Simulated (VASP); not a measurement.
Set up this calculation in VASP 6.6.1, as the native input.

* Task: single point
* Functional: PBE
* Potentials or basis: VASP PAW PBE potentials, release 64 (Na_pv, F)
* Cutoff: 600 eV
* k mesh: 8 × 8 × 8
* Occupations: methfessel-paxton, width 0.02 eV
* Spin: no spin polarisation
* Dipole correction: no
* Further INCAR settings: ALGO = Normal; EDIFF = 1e-06; NBANDS = 14

The structure of NaF lies in POSCAR:

```
NaF
1.0
    0.0000000000      2.3502771129      2.3502771129
    2.3502771129      0.0000000000      2.3502771129
    2.3502771129      2.3502771129      0.0000000000
Na F
1 1
Direct
    0.0000000000      0.0000000000      0.0000000000
    0.5000000000      0.5000000000      0.5000000000
```

The input as run:

INCAR

```
SYSTEM = NaF
  ALGO = Normal
  EDIFF = 1E-6
  ENCUT = 600
  GGA = PE
  GGA_COMPAT = .False.
  ISIF = 2
  ISMEAR = 1
  LASPH = .True.
  LCHARG = .False.
  LREAL = .False.
  LWAVE = .False.
  NBANDS = 14
  NELM = 120
  PREC = Accurate
  SIGMA = 0.02
```

KPOINTS

```
k-points
0
Gamma
  8 8 8
  0 0 0
```

Potentials or basis: VASP PAW PBE potentials, release 64 (Na_pv, F).

Command:

```console
$ cat potpaw_PBE.64/Na_pv/POTCAR potpaw_PBE.64/F/POTCAR > POTCAR
$ mpirun -np 1 vasp_std > vasp.out
```

Results of the run:

```
Pressure               : -0.2 GPa
Band gap on the k mesh : 6.08 eV
```

Run time: 31 s on 1 thread of AMD EPYC 7R43 64-Core Processor (Zen 3) (shared host), peak memory 0.12 GiB.
